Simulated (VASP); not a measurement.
**SiSn7: single point with PBE**

SiSn7:

```
Si Sn
1.0
     6.56990    0.00000    0.00000
     0.00000    6.56990    0.00000
     0.00000    0.00000    6.56990
Si Sn
1 7
Direct
  0.00000 0.00000 0.00000
  0.00000 0.50000 0.50000
  0.23848 0.76152 0.76152
  0.50000 0.00000 0.50000
  0.76152 0.23848 0.76152
  0.76152 0.76152 0.23848
  0.50000 0.50000 0.00000
  0.23848 0.23848 0.23848
```

```
Program                : VASP 6.6.1
Task                   : single point
Functional             : PBE
Potentials or basis    : VASP PAW PBE potentials, release 64 (Si, Sn_d)
Cutoff                 : 500 eV
k mesh                 : 6 × 6 × 6
Occupations            : gaussian, width 0.1 eV
Spin                   : no spin polarisation
Dipole correction      : no
Further INCAR settings : ALGO = Normal; EDIFF = 1e-06; NBANDS = 61
```

```
Pressure               : -1.1 GPa
Largest force          : 0.015 eV/Å
Band gap on the k mesh : zero (bands 51 and 52 overlap by 0.35 eV)
```

Forces on the atoms (eV/Å):
```
Si   0.000  0.000  0.000
Sn   0.000  0.000  0.000
Sn   0.008 -0.008 -0.008
Sn   0.000  0.000  0.000
Sn  -0.008  0.008 -0.008
Sn  -0.008 -0.008  0.008
Sn   0.000  0.000  0.000
Sn   0.008  0.008  0.008
```

Levels at points of the mesh, in eV from the Fermi level:
```tsv
k point	band 47	band 48	band 49	band 50	band 51	band 52	band 53	band 54	band 55	band 56
(0.00, 0.00, 0.00)	-2.13	-2.13	-1.04	0.09	0.09	0.09	0.70	0.70	0.89	0.89
(0.50, 0.00, 0.00)	-2.72	-1.61	-1.61	-1.21	-1.21	0.95	1.12	1.97	2.08	3.12
(0.50, 0.50, 0.00)	-2.58	-1.26	-1.26	-1.02	-0.70	1.17	1.30	1.70	1.70	3.50
(0.50, 0.50, 0.50)	-0.88	-0.88	-0.88	-0.69	-0.69	-0.25	-0.05	-0.05	-0.05	2.89
```

Run time: 3.7 min on 1 thread of Oxide Virtual Turin-like Processor, on a shared host, peak memory 0.44 GiB.

Caveat: semilocal functionals underestimate gaps, and a narrow one can read as zero; spin-orbit coupling is left out, which moves the levels of the heavy elements.
